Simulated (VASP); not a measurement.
# HfAlO (P4_2/mmc) in VASP: relaxation of cell and atoms with PBE

Aim: the relaxation of cell and atoms of HfAlO with PBE.

Program: VASP 6.6.1. These are calculated values, not measurements. Logs are shortened: lines on timing, memory, paths and dates and some standing lists are left out, and cuts for length are marked.

### 1 The cell of the first run

Symmetry: P4_2/mmc, No. 131, tetragonal system. Conventional cell: a = 3.948 Å, b = 3.948 Å, c = 5.817 Å, α = 90.00°, β = 90.00°, γ = 90.00°. Hf (site symmetry -4m2) has 4 O at 2.45 Å and 4 Al at 2.79 Å and 2 Hf at 2.91 Å within 3.2 Å. Al (site symmetry -4m2) has 4 O at 2.45 Å and 4 Hf at 2.79 Å and 2 Al at 2.91 Å within 3.2 Å. Within 3.2 Å of O (site symmetry mmm) lie 4 Hf at 2.45 Å and 4 Al at 2.45 Å.

### 2 Relaxation of cell and atoms, PBE

Input file INCAR:

```
ALGO = Normal ; EDIFF = 1E-6
EDIFFG = -0.01 ; ENCUT = 600
GGA = PE ; IBRION = 2
ISIF = 3 ; ISMEAR = 0
LASPH = T ; LCHARG = F
LREAL = F ; LWAVE = F
NELM = 100 ; NSW = 100
PREC = Accurate ; SIGMA = 0.1
```

Input file KPOINTS:

```
k-points
0
Gamma
  10 10 8
```

Input file POSCAR:

```
HfAlO
1.0
    3.9481182972      0.0000000000      0.0000000000
    0.0000000000      3.9481182972      0.0000000000
    0.0000000000      0.0000000000      5.8173425367
Hf Al O
2 2 2
Direct
    0.5000000000      0.5000000000      0.2500000000
    0.5000000000      0.5000000000      0.7500000000
    0.0000000000      0.0000000000      0.7500000000
    0.0000000000      0.0000000000      0.2500000000
    0.0000000000      0.5000000000      0.0000000000
    0.5000000000      0.0000000000      0.5000000000
```

Potentials or basis: VASP PAW PBE potentials, release 64 (Hf_pv, Al, O).

On the command line:

```console
cat potpaw_PBE.64/Hf_pv/POTCAR potpaw_PBE.64/Al/POTCAR potpaw_PBE.64/O/POTCAR > POTCAR
mpirun -np 1 vasp_std > vasp.out
```

OUTCAR:

```text
EDIFF = 1E-6
   EDIFFG = -0.01
   ENCUT = 600
   GGA = PE
   IBRION = 2
   ISIF = 3
   ISMEAR = 0
   LASPH = T
   LREAL = F
   NELM = 100
   NSW = 100
   PREC = Accurate

 ion  position               nearest neighbor table
   1  0.500  0.500  0.250-   5 2.45   6 2.45   6 2.45   5 2.45   4 2.79   4 2.79   4 2.79   4 2.79
                             2 2.91   2 2.91
   2  0.500  0.500  0.750-   5 2.45   6 2.45   6 2.45   5 2.45   3 2.79   3 2.79   3 2.79   3 2.79
                             1 2.91   1 2.91
   3  0.000  0.000  0.750-   5 2.45   6 2.45   5 2.45   6 2.45   2 2.79   2 2.79   2 2.79   2 2.79
                             4 2.91   4 2.91
   4  0.000  0.000  0.250-   5 2.45   6 2.45   5 2.45   6 2.45   1 2.79   1 2.79   1 2.79   1 2.79
                             3 2.91   3 2.91
   5  0.000  0.500  0.000-   1 2.45   2 2.45   3 2.45   4 2.45   3 2.45   4 2.45   1 2.45   2 2.45

   6  0.500  0.000  0.500-   1 2.45   2 2.45   3 2.45   4 2.45   1 2.45   2 2.45   3 2.45   4 2.45

  LATTYP: Found a simple tetragonal cell.
 ALAT       =     3.9481182972
 C/A-ratio  =     1.4734468673

  Lattice vectors:

 A1 = (   3.9481182972,   0.0000000000,   0.0000000000)
 A2 = (   0.0000000000,   3.9481182972,   0.0000000000)
 A3 = (   0.0000000000,   0.0000000000,   5.8173425367)

Analysis of symmetry for initial positions (statically):
=====================================================================
 Subroutine PRICEL returns:
 Original cell was already a primitive cell.

 Routine SETGRP: Setting up the symmetry group for a
 simple tetragonal supercell.

 Subroutine GETGRP returns: Found 16 space group operations
 (whereof  8 operations were pure point group operations)
 out of a pool of 16 trial point group operations.

The static configuration has the point symmetry D_2h.
 The point group associated with its full space group is D_4h.

Analysis of symmetry for dynamics (positions and initial velocities):
=====================================================================
 Subroutine PRICEL returns:
 Original cell was already a primitive cell.

 Routine SETGRP: Setting up the symmetry group for a
 simple tetragonal supercell.

 Subroutine GETGRP returns: Found 16 space group operations
 (whereof  8 operations were pure point group operations)
 out of a pool of 16 trial point group operations.

The dynamic configuration has the point symmetry D_2h.
 The point group associated with its full space group is D_4h.

 Subroutine INISYM returns: Found 16 space group operations
 (whereof  8 operations are pure point group operations),
 and found     1 'primitive' translations

----------------------------------------------------------------------------------------

                                     Primitive cell

  volume of cell :      90.6786

  direct lattice vectors                    reciprocal lattice vectors
     3.948118297  0.000000000  0.000000000     0.253285217  0.000000000  0.000000000
     0.000000000  3.948118297  0.000000000     0.000000000  0.253285217  0.000000000
     0.000000000  0.000000000  5.817342537     0.000000000  0.000000000  0.171899797

  length of vectors
     3.948118297  3.948118297  5.817342537     0.253285217  0.253285217  0.171899797

  position of ions in fractional coordinates (direct lattice)
     0.500000000  0.500000000  0.250000000
     0.500000000  0.500000000  0.750000000
     0.000000000  0.000000000  0.750000000
     0.000000000  0.000000000  0.250000000
     0.000000000  0.500000000  0.000000000
     0.500000000  0.000000000  0.500000000

  ion indices of the primitive-cell ions
   primitive index   ion index
                 1           1
                 2           2
                 3           3
                 4           4
                 5           5
                 6           6

----------------------------------------------------------------------------------------

 KPOINTS: k-points

Automatic generation of k-mesh.
 Grid dimensions read from file:
 generate k-points for:   10   10    8

 Generating k-lattice:

  Cartesian coordinates                     Fractional coordinates (reciprocal lattice)
     0.025328522  0.000000000  0.000000000     0.100000000  0.000000000  0.000000000
     0.000000000  0.025328522  0.000000000     0.000000000  0.100000000  0.000000000
     0.000000000  0.000000000  0.021487475     0.000000000  0.000000000  0.125000000

  Length of vectors
     0.025328522  0.025328522  0.021487475

  Shift w.r.t. Gamma in fractional coordinates (k-lattice)
     0.000000000  0.000000000  0.000000000

 Subroutine IBZKPT returns following result:
 ===========================================

 Found    105 irreducible k-points:

 Following reciprocal coordinates:
            Coordinates               Weight
  0.000000  0.000000  0.000000      1.000000
  0.100000  0.000000  0.000000      4.000000
  0.200000  0.000000  0.000000      4.000000
  0.300000  0.000000  0.000000      4.000000
  0.400000  0.000000  0.000000      4.000000
  0.500000  0.000000  0.000000      2.000000
[... 16 lines left out ...]
  0.100000  0.000000  0.125000      8.000000
  0.200000  0.000000  0.125000      8.000000
 [... further k-points ...]
   k-points           NKPTS =    105   k-points in BZ     NKDIM =    105   number of bands    NBANDS=     23
   number of dos      NEDOS =    301   number of ions     NIONS =      6
   total plane-waves  NPLWV =  49152
   dimension x,y,z NGX =    32 NGY =   32 NGZ =   48
   dimension x,y,z NGXF=    64 NGYF=   64 NGZF=   96
   ions per type =               2   2   2
   NGX,Y,Z   is equivalent  to a cutoff of  13.47, 13.47, 13.72 a.u.
   NGXF,Y,Z  is equivalent  to a cutoff of  26.95, 26.95, 27.43 a.u.
 SYSTEM =  unknown system
   PREC   = accura    normal or accurate (medium, high low for compatibility)
   ISTART =      0    job   : 0-new  1-cont  2-samecut
   ICHARG =      2    charge: 1-file 2-atom 10-const
   ISPIN  =      1    spin polarized calculation?
   LNONCOLLINEAR =      F non collinear calculations
   LSORBIT =      F    spin-orbit coupling
   LASPH  =      T    aspherical Exc in radial PAW
   ENCUT  =  600.0 eV  44.10 Ry    6.64 a.u.   7.89  7.89 11.62*2*pi/ulx,y,z
   NELM   =    100;   NELMIN=  2; NELMDL= -5     # of ELM steps
   EDIFF  = 0.1E-05   stopping-criterion for ELM
   LREAL  =      F    real-space projection
   EDIFFG = -.1E-01   stopping-criterion for IOM
   NSW    =    100    number of steps for IOM
   IBRION =      2    ionic relax: 0-MD 1-quasi-New 2-CG
   NFREE  =      1    steps in history (QN), initial steepest desc. (CG)
   ISIF   =      3    stress and relaxation
   ISYM   =      2    0-nonsym 1-usesym 2-fastsym
   POTIM  = 0.5000    time-step for ionic-motion
   TEBEG  =    0.0;   TEEND  =   0.0 temperature during run
   PSTRESS=    0.0 pullay stress
   NELECT =      38.0000    total number of electrons
   NUPDOWN=      -1.0000    fix difference up-down
   EMIN   =  10.00;   EMAX   =-10.00  energy-range for DOS
   EFERMI =   0.00;   METHOD = LEGACY
   ISMEAR =     0;   SIGMA  =   0.10  broadening in eV -4-tet -1-fermi 0-gaus
   EFERMI_NEDOS =   21; number of points for ismear=-14 and -15
   IALGO  =     38    algorithm
   IMIX   =      4    mixing-type and parameters
     AMIX     =   0.40;   BMIX     =  1.00
     AMIX_MAG =   1.60;   BMIX_MAG =  1.00
  volume/ion in A,a.u.               =      15.11       101.99
  Fermi-wavevector in a.u.,A,eV,Ry     =   1.225089  2.315083 20.420216  1.500844
  Thomas-Fermi vector in A             =   2.360140
   LORBIT       =      0    0 simple, 1 ext, 2 COOP (PROOUT), +10 PAW based schemes
   GGA     = PE    functional components
   LHFCALC =     F    Hartree Fock is set to
   AEXX    =    0.0000 exact exchange contribution
   IVDW    =     0    specifies the selected vdW correction
   LEPSILON=     F    determine dielectric tensor
   LRPA    =     F    only Hartree local field effects (RPA)
 conjugate gradient relaxation of ions
 non-spin polarized calculation
 Gauss-broadening in eV      SIGMA  =   0.10
  energy-cutoff  :      600.00
  volume of cell :       90.68
 maximum number of plane-waves:      3050
 NGX is ok and might be reduce to    32
   NGX = 15   NGY = 15   NGZ = 23

--------------------------------------- Ionic step        1  -------------------------------------------

 number of electron      37.9999989 magnetization

 Free energy of the ion-electron system (eV)
  ---------------------------------------------------
  ext. energy  EPLUGINS =         0.00000000
  ---------------------------------------------------
  free energy    TOTEN  =       -40.00467048 eV

  energy without entropy =      -39.99047940  energy(sigma->0) =      -39.99757494

------------------------ aborting loop because EDIFF is reached ----------------------------------------

  FORCE on cell =-STRESS in cart. coord.  units (eV):
  Direction    XX          YY          ZZ          XY          YZ          ZX
  --------------------------------------------------------------------------------------
  -------------------------------------------------------------------------------------
  Total       -0.4616724     -0.4616724      0.0015287      0.0000000      0.0000000      0.0000000
  in kB       -8.1571702     -8.1571702      0.0270106      0.0000000      0.0000000      0.0000000
  external PRESSURE =      -5.4291099 kB  Pullay stress =       0.0000000 kB
[... 145 lines left out ...]
  energy  without entropy=      -39.9924419268  energy(sigma->0) =      -39.99938187

--------------------------------------- Ionic step        5  -------------------------------------------

 number of electron      37.9999990 magnetization

 Free energy of the ion-electron system (eV)
  ---------------------------------------------------
  ext. energy  EPLUGINS =         0.00000000
  ---------------------------------------------------
  free energy    TOTEN  =       -40.00635815 eV

  energy without entropy =      -39.99248017  energy(sigma->0) =      -39.99941916

 E-fermi :   6.5504     XC(G=0): -11.0410

 val. band max:        6.5291723804   @ k =   0.3000   0.2000   0.3750
 cond. band min:       6.5577117767   @ k =   0.5000   0.1000   0.1250
 fundamental gap:      0.0285393963
 Fermi energy:         6.5504311692

 k-point     1 :       0.0000    0.0000    0.0000
  band No.  band energies     occupation
      1     -25.1479      2.00000
      2     -24.7915      2.00000
      3     -24.7915      2.00000
      4     -24.6832      2.00000
      5     -24.6832      2.00000
      6     -24.2349      2.00000
[... 613 lines left out ...]
     22       8.3089      0.00000
     23       8.5976      0.00000

 [... further k-points ...]

------------------------ aborting loop because EDIFF is reached ----------------------------------------

  FORCE on cell =-STRESS in cart. coord.  units (eV):
  Direction    XX          YY          ZZ          XY          YZ          ZX
  --------------------------------------------------------------------------------------
  -------------------------------------------------------------------------------------
  Total       -0.0038070     -0.0038070      0.0035435      0.0000000      0.0000000      0.0000000
  in kB       -0.0675754     -0.0675754      0.0628979      0.0000000      0.0000000      0.0000000
  external PRESSURE =      -0.0240843 kB  Pullay stress =       0.0000000 kB
[... 21 lines left out ...]
  FREE ENERGIE OF THE ION-ELECTRON SYSTEM (eV)
  ---------------------------------------------------
  free  energy   TOTEN  =       -40.0063581523 eV

  energy  without entropy=      -39.9924801748  energy(sigma->0) =      -39.99941916

 reached required accuracy - stopping structural energy minimisation
```

Run time: 6.1 min. Hardware: 1 thread of AMD EPYC 9R45 (Zen 5), shared host; peak memory 0.38 GiB.

Results:

- Free energy: -40.0064 eV
- Relaxed volume: 15.04 Å³/atom
- Relaxed cell: a = 3.934 Å, b = 3.934 Å, c = 5.833 Å, α = 90.00°, β = 90.00°, γ = 90.00°
- Space group after relaxing (to 0.05 Å): P4_2/mmc (No. 131)
- Energy gained by relaxing: 0.3 meV/atom
- Ionic steps: 5
- Pressure after relaxing: 0.0 GPa
- Band gap on the k mesh: zero (band 19 reaches 7.80 eV, above the bottom of band 20 at 6.01 eV)

The path:
```csv
step,energy change (eV),largest force (eV/Å),pressure (GPa),volume (Å³)
1,0.0000,0.0000,-0.54,90.68
2,-0.0013,0.0000,0.30,90.01
3,-0.0014,0.0000,0.13,90.14
4,-0.0017,0.0000,0.05,90.22
5,-0.0017,0.0000,0.00,90.26
```

Final structure:
```cif
data_structure
_symmetry_space_group_name_H-M 'P 1'
_symmetry_Int_Tables_number 1
_cell_length_a 3.9337
_cell_length_b 3.9337
_cell_length_c 5.8332
_cell_angle_alpha 90.000
_cell_angle_beta 90.000
_cell_angle_gamma 90.000
_cell_volume 90.26
loop_
_atom_site_label
_atom_site_type_symbol
_atom_site_fract_x
_atom_site_fract_y
_atom_site_fract_z
_atom_site_occupancy
Hf1 Hf 0.50000 0.50000 0.25000 1
Hf2 Hf 0.50000 0.50000 0.75000 1
Al1 Al 0.00000 0.00000 0.75000 1
Al2 Al 0.00000 0.00000 0.25000 1
O1 O 0.00000 0.50000 0.00000 1
O2 O 0.50000 0.00000 0.50000 1
```

Caveat: spin-orbit coupling is left out, which moves the levels of the heavy elements.
